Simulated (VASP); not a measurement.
Wanted: the native input for a VASP 6.6.1 run.

| Quantity | Value |
| --- | --- |
| Task | single point |
| Functional | LDA |
| Potentials or basis | VASP PAW LDA potentials, release 64 (Zr_sv, B) |
| Cutoff | 520 eV |
| k mesh | 15 × 15 × 12 |
| Occupations | gaussian, width 0.15 eV |
| Spin | no spin polarisation |
| Dipole correction | no |
| Further INCAR settings | ALGO = Normal; EDIFF = 1e-06; NBANDS = 16 |

The structure of ZrB2 lies in POSCAR:

```
ZrB2
1.0
    3.1325412665      0.0000000000      0.0000000000
   -1.5662706333      2.7128603152      0.0000000000
    0.0000000000      0.0000000000      3.4889014692
Zr B
1 2
Direct
    0.0000000000      0.0000000000      0.0000000000
    0.3333333333      0.6666666667      0.5000000000
    0.6666666667      0.3333333333      0.5000000000
```

One way to write it, as run:

INCAR

```
ALGO = Normal ; EDIFF = 1E-6
ENCUT = 520 ; GGA = CA
ISIF = 2 ; ISMEAR = 0
LASPH = True ; LCHARG = True
LELF = True ; LREAL = False
LVHAR = True ; LWAVE = False
NBANDS = 16 ; NELM = 60
PREC = Accurate ; SIGMA = 0.15
```

KPOINTS

```
k-points
0
Gamma
  15 15 12
```

Potentials or basis: VASP PAW LDA potentials, release 64 (Zr_sv, B).

Command:

```console
$ cat potpaw_LDA.64/Zr_sv/POTCAR potpaw_LDA.64/B/POTCAR > POTCAR
$ mpirun -np 1 vasp_std > vasp.out
```

Results of the run:

* Pressure: 0.5 GPa
* Band gap on the k mesh: zero (bands 9 and 10 overlap by 1.03 eV)

Wall time 82 s on 1 thread of Intel Xeon 8259CL, on a shared host, peak memory 0.2 GiB.
